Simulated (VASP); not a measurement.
A run of VASP 6.6.1 is set up as follows.

The input INCAR:

```
SYSTEM = AgCl
ALGO = Normal
EDIFF = 1E-7
ENCUT = 520
GGA = PE
ISIF = 2
ISMEAR = 0
LASPH = .TRUE.
LCHARG = .FALSE.
LREAL = .FALSE.
LWAVE = .FALSE.
NBANDS = 16
NELM = 60
PREC = Accurate
SIGMA = 0.05
```

KPOINTS

```
k-points
0
G
  10 10 10
  0 0 0
```

The input POSCAR:

```
AgCl
1.0
    0.0000000000      2.6096340635      3.1315608762
    2.6096340635      0.0000000000      3.1315608762
    2.6096340635      2.6096340635      0.0000000000
Ag Cl
1 1
Direct
    0.5000000000      0.5000000000      0.5000000000
    0.0000000000      0.0000000000      0.0000000000
```

Potentials or basis: VASP PAW PBE potentials, release 64 (Ag, Cl).

Run with:

```sh
$ cat potpaw_PBE.64/Ag/POTCAR potpaw_PBE.64/Cl/POTCAR > POTCAR
$ mpirun -np 1 vasp_std > vasp.out
```

(1) Predict the pressure.

(2) What does it give for the band gap on the k mesh?

Results:

(1) 4.5 GPa.

(2) 0.47 eV (least direct gap 3.32 eV).

Caveat: the stress differs along the axes, from 0 to 7 GPa; semilocal functionals underestimate gaps, and a narrow one can read as zero.
